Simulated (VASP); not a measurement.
Input of a VASP 6.6.1 run:

File INCAR:

```
SYSTEM = Cl
ALGO = Normal
EDIFF = 1E-6
ENCUT = 520
GGA = PS
ISIF = 2
ISMEAR = 0
LASPH = .TRUE.
LCHARG = .FALSE.
LREAL = .FALSE.
LWAVE = .FALSE.
NBANDS = 22
NELM = 80
PREC = Accurate
SIGMA = 0.1
```

The input KPOINTS:

```
k-points
0
G
  6 6 2
  0 0 0
```

Contents of POSCAR:

```
Cl
1.0
    3.1508053709     -2.0824413168      0.0000000000
    3.1508053709      2.0824413168      0.0000000000
    0.0000000000      0.0000000000      8.4947971131
Cl
4
Direct
    0.8500000000      0.1500000000      0.1170000000
    0.6500000000      0.3500000000      0.6170000000
    0.1500000000      0.8500000000      0.8830000000
    0.3500000000      0.6500000000      0.3830000000
```

Potentials or basis: VASP PAW PBE potentials, release 64 (Cl).

Run with:

```bash
$ cat potpaw_PBE.64/Cl/POTCAR > POTCAR
$ mpirun -np 1 vasp_std > vasp.out
```

Question: What does it give for the largest force?

Answer: 1.909 eV/Å.

Question: Predict the pressure.

Answer: -6.9 GPa.

Question: Estimate the band gap on the k mesh.

Answer: 0.94 eV (least direct gap 0.98 eV).

Stress tensor (GPa, compression positive):
```
  0.64   0.00   0.00
  0.00  -6.90   0.00
  0.00   0.00 -14.33
```

Caveat: the cell differs from its parent crystal (I replaced by Cl, lengths x 0.840, strained); the stress differs along the axes, from -14 to 1 GPa; this functional lacks dispersion, which holds the molecules together, so the pressure and a relaxed volume are unreliable; the PAW data sets were made with another functional, which shifts forces and pressure a little. A k mesh can miss the band edges.
